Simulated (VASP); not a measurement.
# H15C4N in VASP: relaxation of the atoms with PBE+D3(BJ)

Aim: the relaxation of the atoms of H15C4N with PBE+D3(BJ).

All numbers are computed with VASP 6.6.1; they aren't measurements. Logs are shortened: lines on timing, memory, paths and dates and some standing lists are left out, and cuts for length are marked.

## (1) The cell of the first run

The cell holds a disordered packing, 40 atoms: a = 7.640 Å, b = 7.640 Å, c = 7.640 Å, α = 90.00°, β = 90.00°, γ = 90.00°.

## (2) Relaxation of the atoms, PBE+D3(BJ)

INCAR

```
SYSTEM = H15C4N
  PREC = Accurate
  ENCUT = 520
  EDIFF = 1E-6
  ISMEAR = -1
  SIGMA = 0.02
  LREAL = Auto
  LASPH = .TRUE.
  NELM = 100
  ALGO = Normal
  ISIF = 2
  LWAVE = .FALSE.
  LCHARG = .FALSE.
  GGA = PE
  IVDW = 12
  IBRION = 2
  NSW = 35
  EDIFFG = -0.3
```

KPOINTS

```
Automatic mesh
0
G
  1 1 1
  0 0 0
```

POSCAR

```
H15C4N
1.0
    7.6403210000      0.0000000000      0.0000000000
    0.0000000000      7.6403210000      0.0000000000
    0.0000000000      0.0000000000      7.6403210000
N H C
2 30 8
Direct
    0.7326604000      0.2171162000      0.7764498000
    0.6361656000      0.8886354000      0.5985367000
    0.8450417000      0.2018999000      0.8460908000
    0.7169193000      0.3481000000      0.7589450000
    0.6336097000      0.1778394000      0.8561823000
    0.6721530000      0.9775589000      0.5062953000
    0.7261185000      0.8975338000      0.6962109000
    0.6526214000      0.7686751000      0.5433128000
    0.2172797000      0.1366571000      0.6189907000
    0.3475527000      0.2644325000      0.4773515000
    0.2369412000      0.3641471000      0.6539341000
    0.0767432000      0.4215975000      0.3700554000
    0.0570816000      0.1941075000      0.3351121000
   -0.0535298000      0.2938220000      0.5116947000
    0.7722314000      0.8141891000      0.0940195000
    0.8242384000      0.7626970000     -0.1250767000
    0.7098466000      0.6102023000      0.0053809000
    1.0283701000      0.5240502000     -0.0205349000
    1.0907550000      0.7280370000      0.0681037000
    0.9763632000      0.5755423000      0.1985613000
    0.3976664000      0.5211598000      0.1854098000
    0.2964548000      0.3157240000      0.2156027000
    0.5243604000      0.3280823000      0.1800275000
    0.3691914000      0.2339793000     -0.0967725000
    0.2424973000      0.4270568000     -0.0913902000
    0.4704029000      0.4394152000     -0.1269654000
   -0.0775912000      0.6727365000      0.6853619000
    0.1212893000      0.5704126000      0.6276066000
    0.1079520000      0.6960896000      0.8209630000
    0.2608067000      0.8671251000      0.5823559000
    0.0752636000      0.8437720000      0.4467548000
    0.0619263000      0.9694490000      0.6401112000
    0.2262118000      0.2632878000      0.5530786000
    0.0678111000      0.2949668000      0.4359675000
    0.8136694000      0.7085793000      0.0069048000
    0.9869321000      0.6296600000      0.0665799000
    0.3984011000      0.3846517000      0.1426955000
    0.3684566000      0.3704874000     -0.0540582000
    0.0645651000      0.6885758000      0.6848724000
    0.1186505000      0.8512859000      0.5828454000
```

Potentials or basis: VASP PAW PBE potentials, release 64 (N, H, C).

Command:

```sh
> cat potpaw_PBE.64/N/POTCAR potpaw_PBE.64/H/POTCAR potpaw_PBE.64/C/POTCAR > POTCAR
> mpirun -np 1 vasp_gam > vasp.out
```

OUTCAR:

```text
SYSTEM = H15C4N
   PREC = Accurate
   ENCUT = 520
   EDIFF = 1E-6
   ISMEAR = -1
   LREAL = Auto
   LASPH = .TRUE.
   NELM = 100
   ISIF = 2
   GGA = PE
   IVDW = 12
   IBRION = 2
   NSW = 35
   EDIFFG = -0.3
 IVDW          = 12

 ion  position               nearest neighbor table
   1  0.733  0.217  0.776-   4 1.02   3 1.02   5 1.02
   2  0.636  0.889  0.599-   8 1.02   7 1.02   6 1.02
   3  0.845  0.202  0.846-   1 1.02
   4  0.717  0.348  0.759-   1 1.02
   5  0.634  0.178  0.856-   1 1.02
   6  0.672  0.978  0.506-   2 1.02
   7  0.726  0.898  0.696-   2 1.02
   8  0.653  0.769  0.543-   2 1.02
[... 22 lines left out ...]
  31  0.075  0.844  0.447-  40 1.09
  32  0.062  0.969  0.640-  40 1.09
  33  0.226  0.263  0.553-  10 1.09   9 1.09  11 1.09  34 1.52
  34  0.068  0.295  0.436-  12 1.09  13 1.09  14 1.09  33 1.52
  35  0.814  0.709  0.007-  15 1.09  17 1.09  16 1.09  36 1.52
  36  0.987  0.630  0.067-  20 1.09  18 1.09  19 1.09  35 1.52
  37  0.398  0.385  0.143-  21 1.09  23 1.09  22 1.09  38 1.52
  38  0.368  0.370  0.946-  24 1.09  25 1.09  26 1.09  37 1.52
  39  0.065  0.689  0.685-  29 1.09  27 1.09  28 1.09  40 1.52
  40  0.119  0.851  0.583-  30 1.09  32 1.09  31 1.09  39 1.52

  LATTYP: Found a simple cubic cell.
 ALAT       =     7.6403210000

  Lattice vectors:

 A1 = (   7.6403210000,   0.0000000000,   0.0000000000)
 A2 = (   0.0000000000,   7.6403210000,   0.0000000000)
 A3 = (   0.0000000000,   0.0000000000,   7.6403210000)

Analysis of symmetry for initial positions (statically):
=====================================================================
 Subroutine PRICEL returns:
 Original cell was already a primitive cell.

 Routine SETGRP: Setting up the symmetry group for a
 simple cubic supercell.

 Subroutine GETGRP returns: Found  1 space group operations
 (whereof  1 operations were pure point group operations)
 out of a pool of 48 trial point group operations.

The static configuration has the point symmetry C_1 .

Analysis of symmetry for dynamics (positions and initial velocities):
=====================================================================
 Subroutine PRICEL returns:
 Original cell was already a primitive cell.

 Routine SETGRP: Setting up the symmetry group for a
 simple cubic supercell.

 Subroutine GETGRP returns: Found  1 space group operations
 (whereof  1 operations were pure point group operations)
 out of a pool of 48 trial point group operations.

The dynamic configuration has the point symmetry C_1 .
[... 143 lines left out ...]
   ISTART =      0    job   : 0-new  1-cont  2-samecut
   ICHARG =      2    charge: 1-file 2-atom 10-const
   ISPIN  =      1    spin polarized calculation?
   LNONCOLLINEAR =      F non collinear calculations
   LSORBIT =      F    spin-orbit coupling
   LASPH  =      T    aspherical Exc in radial PAW
   ENCUT  =  520.0 eV  38.22 Ry    6.18 a.u.  14.21 14.21 14.21*2*pi/ulx,y,z
   NELM   =    100;   NELMIN=  2; NELMDL= -5     # of ELM steps
   EDIFF  = 0.1E-05   stopping-criterion for ELM
   LREAL  =      T    real-space projection
   EDIFFG = -.3E+00   stopping-criterion for IOM
   NSW    =     35    number of steps for IOM
   IBRION =      2    ionic relax: 0-MD 1-quasi-New 2-CG
   NFREE  =      1    steps in history (QN), initial steepest desc. (CG)
   ISIF   =      2    stress and relaxation
   ISYM   =      2    0-nonsym 1-usesym 2-fastsym
   POTIM  = 0.5000    time-step for ionic-motion
   TEBEG  =    0.0;   TEEND  =   0.0 temperature during run
   PSTRESS=    0.0 pullay stress
   NELECT =      72.0000    total number of electrons
   NUPDOWN=      -1.0000    fix difference up-down
   EMIN   =  10.00;   EMAX   =-10.00  energy-range for DOS
   EFERMI =   0.00;   METHOD = LEGACY
   ISMEAR =    -1;   SIGMA  =   0.02  broadening in eV -4-tet -1-fermi 0-gaus
   EFERMI_NEDOS =   21; number of points for ismear=-14 and -15
   IALGO  =     38    algorithm
   IMIX   =      4    mixing-type and parameters
     AMIX     =   0.40;   BMIX     =  1.00
     AMIX_MAG =   1.60;   BMIX_MAG =  1.00
  volume/ion in A,a.u.               =      11.15        75.24
  Fermi-wavevector in a.u.,A,eV,Ry     =   0.891403  1.684507 10.811178  0.794599
  Thomas-Fermi vector in A             =   2.013219
   LORBIT       =      0    0 simple, 1 ext, 2 COOP (PROOUT), +10 PAW based schemes
   GGA     = PE    functional components
   LHFCALC =     F    Hartree Fock is set to
   AEXX    =    0.0000 exact exchange contribution
   IVDW    =    12    specifies the selected vdW correction
   LEPSILON=     F    determine dielectric tensor
   LRPA    =     F    only Hartree local field effects (RPA)
 conjugate gradient relaxation of ions
 non-spin polarized calculation
  energy-cutoff  :      520.00
  volume of cell :      446.00
 maximum number of plane-waves:      5991
 NGX is ok and might be reduce to    60
   NGX = 29   NGY = 29   NGZ = 29

--------------------------------------- Ionic step        1  -------------------------------------------

 number of electron      71.9999997 magnetization

 Free energy of the ion-electron system (eV)
  ---------------------------------------------------
  ext. energy  EPLUGINS =         0.00000000
  ---------------------------------------------------
  free energy    TOTEN  =      -200.16788091 eV

  energy without entropy =     -200.16788091  energy(sigma->0) =     -200.16788091

------------------------ aborting loop because EDIFF is reached ----------------------------------------

 Edisp (eV)   -1.37709

 E8    (eV) :    -0.3009
[... 219 lines left out ...]
  FREE ENERGIE OF THE ION-ELECTRON SYSTEM (eV)
  ---------------------------------------------------
  free  energy   TOTEN  =      -201.5797017628 eV

  energy  without entropy=     -201.5797017628  energy(sigma->0) =     -201.57970176

[... ionic steps 4 to 19 ...]

--------------------------------------- Ionic step       20  -------------------------------------------

 number of electron      71.9999996 magnetization

------------------------ aborting loop because EDIFF is reached ----------------------------------------
[... 151 lines left out ...]
--------------------------------------- Ionic step       22  -------------------------------------------

 number of electron      72.0000000 magnetization

 Free energy of the ion-electron system (eV)
  ---------------------------------------------------
  ext. energy  EPLUGINS =         0.00000000
  ---------------------------------------------------
  free energy    TOTEN  =      -200.66524625 eV

  energy without entropy =     -200.66524625  energy(sigma->0) =     -200.66524625

 E-fermi :  -2.8682     XC(G=0):  -5.9890

 val. band max:       -3.3691955354   @ k =   0.0000   0.0000   0.0000
 cond. band min:       1.0097657407   @ k =   0.0000   0.0000   0.0000
 fundamental gap:      4.3789612761
 Fermi energy:        -2.8682360022

 k-point     1 :       0.0000    0.0000    0.0000
  band No.  band energies     occupation
      1     -18.7668      2.00000
      2     -18.2893      2.00000
      3     -16.2572      2.00000
      4     -16.0816      2.00000
      5     -15.8974      2.00000
      6     -15.5645      2.00000
[... 40 lines left out ...]
     47       4.4783      0.00000
     48       4.8235      0.00000
 [bands above 48 left out]

------------------------ aborting loop because EDIFF is reached ----------------------------------------

 Edisp (eV)   -1.35648

 E8    (eV) :    -0.2944
[... 63 lines left out ...]
  FREE ENERGIE OF THE ION-ELECTRON SYSTEM (eV)
  ---------------------------------------------------
  free  energy   TOTEN  =      -202.0217299051 eV

  energy  without entropy=     -202.0217299051  energy(sigma->0) =     -202.02172991

 reached required accuracy - stopping structural energy minimisation
```

CONTCAR:

```text
H15C4N
   1.00000000000000
     7.6403210000000001    0.0000000000000000    0.0000000000000000
     0.0000000000000000    7.6403210000000001    0.0000000000000000
     0.0000000000000000    0.0000000000000000    7.6403210000000001
  N               H               C
     2    30     8
Direct
     0.7589912728657310    0.2223041150328099    0.7789786986413433
     0.6159725066773682    0.8774002565921782    0.5838093142368703
     0.8608200172249028    0.2139825891137267    0.8651968090830450
     0.7334633020143704    0.3530697483675240    0.7647453971380992
     0.6518827121724927    0.1724026859700214    0.8422816610578993
     0.6480358750077136    0.9767317314785414    0.4999234059247746
[... 32 lines left out ...]
     0.0774675715066705    0.6821470933316536    0.6529331896893462
     0.1212683196483959    0.8506546670470758    0.5570576758190727

  0.00000000E+00  0.00000000E+00  0.00000000E+00
  0.00000000E+00  0.00000000E+00  0.00000000E+00
  0.00000000E+00  0.00000000E+00  0.00000000E+00
  0.00000000E+00  0.00000000E+00  0.00000000E+00
  0.00000000E+00  0.00000000E+00  0.00000000E+00
  0.00000000E+00  0.00000000E+00  0.00000000E+00
[... 32 lines left out ...]
  0.00000000E+00  0.00000000E+00  0.00000000E+00
  0.00000000E+00  0.00000000E+00  0.00000000E+00
```

It took 13 min on 1 thread of Intel Xeon Platinum 8259CL at 2.50GHz (Skylake/Cascade Lake), shared host; peak memory 0.53 GiB.

Results:

```
Free energy                  : -202.0217 eV
Energy gained by relaxing    : 11.9 meV/atom
Ionic steps                  : 22
Pressure after relaxing      : 0.6 GPa
Largest force after relaxing : 0.236 eV/Å
Band gap on the k mesh       : 4.38 eV
Dispersion energy per atom   : -0.034 eV
```

Forces in eV/Å, atoms in the order of the input:
```
N   -0.082  0.045  0.126
N    0.101 -0.002  0.119
H    0.044 -0.002  0.017
H    0.056 -0.084 -0.013
H    0.087  0.033 -0.049
H   -0.020 -0.055  0.002
H   -0.131 -0.040 -0.192
H   -0.038  0.079 -0.009
H    0.002 -0.059 -0.017
H   -0.004 -0.057 -0.003
H    0.028  0.023  0.023
H   -0.066 -0.025 -0.025
H   -0.040 -0.039  0.054
H    0.009 -0.057 -0.100
H    0.061  0.045 -0.017
H   -0.121  0.017  0.023
H    0.009  0.066 -0.052
H    0.038  0.000  0.036
H   -0.051 -0.002 -0.030
H   -0.072 -0.043  0.122
H    0.012 -0.077  0.019
H    0.060  0.052  0.052
H    0.003  0.044 -0.040
H   -0.049 -0.042  0.015
H   -0.037 -0.008 -0.055
H    0.038  0.108  0.070
H    0.025  0.119 -0.129
H    0.005  0.118 -0.112
H    0.060  0.068  0.044
H   -0.036  0.024  0.049
H   -0.091 -0.071  0.050
H    0.044  0.092 -0.122
C    0.059 -0.037  0.035
C    0.158 -0.060  0.097
C    0.024 -0.004  0.031
C   -0.068  0.086 -0.022
C    0.036 -0.004 -0.081
C    0.032 -0.004  0.004
C   -0.036 -0.104  0.041
C   -0.048 -0.143  0.037
```

Step by step:
```
step  energy change (eV)  largest force (eV/Å)  pressure (GPa)
   1              0.0000                0.6412            1.65
   2             -0.0042                1.4002            0.97
   3             -0.0347                0.4764            1.28
   4             -0.0895                0.3451            1.10
   5             -0.1092                0.6898            0.91
   6             -0.1396                0.3454            0.97
   7             -0.1480                0.7009            1.04
   8             -0.1807                0.4149            1.10
   9             -0.1992                0.7810            1.20
  10             -0.2249                0.6420            1.16
  11             -0.2760                0.3937            1.02
  12             -0.2636                1.0433            0.73
  13             -0.2890                0.6117            0.90
  14             -0.3249                0.4416            0.87
  15             -0.3357                0.4428            0.85
  16             -0.3693                0.3228            0.84
  17             -0.3866                0.4164            0.84
  18             -0.4117                0.3019            0.68
  19             -0.4186                0.6530            0.55
  20             -0.4391                0.3103            0.51
  21             -0.4549                0.6245            0.45
  22             -0.4768                0.2358            0.58
```

Final structure:
```cif
data_structure
_symmetry_space_group_name_H-M 'P 1'
_symmetry_Int_Tables_number 1
_cell_length_a 7.6403
_cell_length_b 7.6403
_cell_length_c 7.6403
_cell_angle_alpha 90.000
_cell_angle_beta 90.000
_cell_angle_gamma 90.000
_cell_volume 446.00
loop_
_atom_site_label
_atom_site_type_symbol
_atom_site_fract_x
_atom_site_fract_y
_atom_site_fract_z
_atom_site_occupancy
N1 N 0.75899 0.22230 0.77898 1
N2 N 0.61597 0.87740 0.58381 1
H1 H 0.86082 0.21398 0.86520 1
H2 H 0.73346 0.35307 0.76475 1
H3 H 0.65188 0.17240 0.84228 1
H4 H 0.64804 0.97673 0.49992 1
H5 H 0.69696 0.89745 0.68904 1
H6 H 0.65689 0.76345 0.52638 1
H7 H 0.23010 0.14720 0.62633 1
H8 H 0.35161 0.26608 0.46940 1
H9 H 0.24503 0.37499 0.64102 1
H10 H 0.06814 0.41518 0.37163 1
H11 H 0.05776 0.18690 0.33496 1
H12 H 0.94856 0.28024 0.51932 1
H13 H 0.75280 0.81873 0.12550 1
H14 H 0.81722 0.77319 0.90579 1
H15 H 0.69257 0.61785 0.02770 1
H16 H 0.00145 0.51905 0.01407 1
H17 H 0.07900 0.72219 0.09574 1
H18 H 0.95619 0.58194 0.23178 1
H19 H 0.40313 0.52293 0.19131 1
H20 H 0.30702 0.31272 0.21440 1
H21 H 0.53593 0.33136 0.18204 1
H22 H 0.37248 0.23716 0.90475 1
H23 H 0.24342 0.42837 0.91964 1
H24 H 0.46732 0.44441 0.86773 1
H25 H 0.93625 0.65227 0.65730 1
H26 H 0.14229 0.56918 0.59413 1
H27 H 0.12188 0.68806 0.78907 1
H28 H 0.26280 0.87454 0.56142 1
H29 H 0.08263 0.84807 0.41839 1
H30 H 0.05210 0.95990 0.61971 1
C1 C 0.23156 0.26699 0.54834 1
C2 C 0.06665 0.28769 0.43737 1
C3 C 0.79803 0.71548 0.03600 1
C4 C 0.96784 0.63072 0.09806 1
C5 C 0.40808 0.38657 0.14503 1
C6 C 0.37250 0.37378 0.94929 1
C7 C 0.07747 0.68215 0.65293 1
C8 C 0.12127 0.85065 0.55706 1
```

Caveat: the k points lie up to 0.82 Å⁻¹ apart, too coarse for converged energies, forces and pressures; the relaxation stopped at a loose force limit of 0.3 eV/Å, so its end isn't a converged minimum.
